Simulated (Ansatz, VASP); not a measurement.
**Two plane-wave programs on Ga**

Contents of POSCAR:

```
Ga
1.0
   -3.0524116575      3.0524116575      3.0524116575
    3.0524116575     -3.0524116575      3.0524116575
    3.0524116575      3.0524116575     -3.0524116575
Ga
6
Direct
    0.2500000000      0.6250000000      0.3750000000
    0.3750000000      0.2500000000      0.6250000000
    0.7500000000      0.8750000000      0.1250000000
    0.1250000000      0.7500000000      0.8750000000
    0.6250000000      0.3750000000      0.2500000000
    0.8750000000      0.1250000000      0.7500000000
```

File INCAR.step1:

```
PREC = Accurate
ENCUT = 520
ISMEAR = 0
SIGMA = 0.1
LREAL = False
LASPH = True
NELM = 80
NBANDS = 48
GGA = PE
ALGO = Normal
EDIFF = 1E-4
LWAVE = True
LCHARG = False
```

Contents of INCAR.step2:

```
PREC = Accurate
ENCUT = 520
EDIFF = 1E-6
ISMEAR = 0
SIGMA = 0.1
LREAL = False
LASPH = True
NELM = 80
ALGO = Normal
ISIF = 2
LWAVE = False
LCHARG = False
METAGGA = R2SCAN
LMIXTAU = True
NBANDS = 48
ISTART = 1
```

KPOINTS

```
Automatic mesh
0
Gamma
  8 8 8
```

Input for Ansatz:

```yaml
crystal:
  lattice:
    - [-3.0524116575, 3.0524116575, 3.0524116575]
    - [3.0524116575, -3.0524116575, 3.0524116575]
    - [3.0524116575, 3.0524116575, -3.0524116575]
  atoms:
    - { symbol: Ga, position: [0.25, 0.625, 0.375] }
    - { symbol: Ga, position: [0.375, 0.25, 0.625] }
    - { symbol: Ga, position: [0.75, 0.875, 0.125] }
    - { symbol: Ga, position: [0.125, 0.75, 0.875] }
    - { symbol: Ga, position: [0.625, 0.375, 0.25] }
    - { symbol: Ga, position: [0.875, 0.125, 0.75] }
basis:
  ecutwfc: 500
kpoints:
  mp_grid: { grid: [8, 8, 8] }
hamiltonian:
  xc: r2scan
scf:
  occupations: { method: gaussian, width: 0.1 }
output:
  forces: true
  stress: true
  eigenvalues: true
  write_density: true
  write_potential: true
  elf: true
  volumetric_format: npy
```

Alike in both runs: task single point; functional r2SCAN; k mesh 8 × 8 × 8; occupations gaussian, width 0.1 eV; no spin polarisation.

```csv
,VASP,Ansatz
version,VASP 6.6.1,Ansatz 0.2.0
potentials or method,"VASP PAW PBE potentials, release 64 (Ga_d), cutoff 520 eV","scalar-relativistic, plane waves, PAW"
valence electrons in the cell,78,78
```

|  | VASP | Ansatz | Ansatz less VASP |
| --- | --- | --- | --- |
| gap on the k mesh at the Fermi level (eV) | none | none | - |
| pressure (GPa) | -2.9 | -3.0 | -0.11 |

VASP's potentials were made for PBE, not for r2SCAN. A gap of «none» marks a metal or a gap that the smearing closes.
